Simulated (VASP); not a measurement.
Runs of VASP 6.6.1 on CsRe. The structure is that of space group F-43m (No. 216), or close to it. The cells are those of the table. 

```tsv
task	potentials or basis	cell	k mesh	cutoff (eV)	second run	gap on the mesh (eV)	pressure (GPa)
relaxation of cell and atoms	VASP PAW PBE potentials, release 64 (Cs_sv, Re)	relaxed from a = 4.488 Å, angles 60.0°, 2 atoms	16 × 16 × 16	600	-	none	0.0
single point	VASP PAW PBE potentials, release 64 (Cs_sv, Re)	a = 4.488 Å, angles 60.0°, 2 atoms	6 × 6 × 6	520	-	none	0.6
single point	VASP PAW PBE potentials, release 64 (Cs_sv, Re)	a = 4.421 Å, angles 60.0°, 2 atoms	16 × 16 × 16	520	-	none	2.5
single point	VASP PAW PBE potentials, release 64 (Cs_sv, Re_sv_GW)	a = 4.488 Å, angles 60.0°, 2 atoms	6 × 6 × 6	500	valence_matched	none	(a)
```

Alike in all rows: level PBE; no spin polarisation; smearing gaussian 0.1 eV.

Task: Estimate the missing entries.

Result: (a) -0.2.

Caveats: spin-orbit coupling is left out, which moves the levels of the heavy elements.

A k mesh can miss the band edges, and the runs leave out spin-orbit coupling on Cs, Re.

A gap of «none» marks levels without a gap at the run's occupations.

The runs don't all hold the same shells in valence.
